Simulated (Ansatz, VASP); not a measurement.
## Two plane-wave programs on AlGa3N4

The input INCAR:

```
SYSTEM = AlGa3N4
PREC = Accurate
ENCUT = 520
EDIFF = 1E-7
ISMEAR = 0
SIGMA = 0.05
LREAL = .False.
LASPH = .True.
NELM = 100
ALGO = Normal
ISIF = 2
LWAVE = .False.
LCHARG = .False.
GGA = PS
NBANDS = 41
```

File KPOINTS:

```
regular mesh
0
Gamma
  6 6 6
  0 0 0
```

The input POSCAR:

```
AlGa3N4
1.0
    4.4676279205      0.0000000000      0.0000000000
    0.0000000000      4.4676279205      0.0000000000
    0.0000000000      0.0000000000      4.4676279205
Al Ga N
1 3 4
Direct
    0.0000000000      0.0000000000      0.0000000000
    0.5000000000      0.5000000000      0.0000000000
    0.5000000000      0.0000000000      0.5000000000
    0.0000000000      0.5000000000      0.5000000000
    0.7550309210      0.7550309210      0.2449690790
    0.7550309210      0.2449690790      0.7550309210
    0.2449690790      0.7550309210      0.7550309210
    0.2449690790      0.2449690790      0.2449690790
```

Input for Ansatz:

```yaml
crystal:
  lattice:
    - [4.4676279353, 0.0, 0.0]
    - [0.0, 4.4676279353, 0.0]
    - [0.0, 0.0, 4.4676279353]
  atoms:
    - { symbol: Al, position: [0.0, 0.0, 0.0] }
    - { symbol: Ga, position: [0.5, 0.5, 0.0] }
    - { symbol: Ga, position: [0.5, 0.0, 0.5] }
    - { symbol: Ga, position: [0.0, 0.5, 0.5] }
    - { symbol: "N", position: [0.7550309204, 0.7550309204, 0.2449690796] }
    - { symbol: "N", position: [0.7550309204, 0.2449690796, 0.7550309204] }
    - { symbol: "N", position: [0.2449690796, 0.7550309204, 0.7550309204] }
    - { symbol: "N", position: [0.2449690796, 0.2449690796, 0.2449690796] }
basis:
  ecutwfc: 420
kpoints:
  mp_grid: { grid: [6, 6, 6] }
hamiltonian:
  xc: pbesol
scf:
  occupations: { method: gaussian, width: 0.05 }
output:
  forces: true
  stress: true
  eigenvalues: true
  write_density: true
  write_potential: true
  elf: true
  volumetric_format: npy
```

Alike in both runs: task single point; functional PBEsol; k mesh 6 × 6 × 6; occupations gaussian, width 0.05 eV; no spin polarisation.

|  | VASP | Ansatz |
| --- | --- | --- |
| version | VASP 6.6.1 | Ansatz 0.2.0 |
| potentials or method | VASP PAW PBE potentials, release 64 (Al, Ga_d, N), cutoff 520 eV | scalar-relativistic, plane waves, PAW |
| valence electrons in the cell | 62 | 62 |

VASP gave:

```
gap on the k mesh at the Fermi level (eV) : 2.31
least direct gap on the mesh (eV)         : 2.31
pressure (GPa)                            : -0.2
rms of the force components (eV/Å)        : 0.004
```

Which values does Ansatz return?

gap on the k mesh at the Fermi level (eV): 2.29; least direct gap on the mesh (eV): 2.29; pressure (GPa): 0.0; rms of the force components (eV/Å): 0.000.

VASP's potentials were made for PBE, not for PBEsol. Atom by atom the forces differ by 0.004 eV/Å (rms over components).
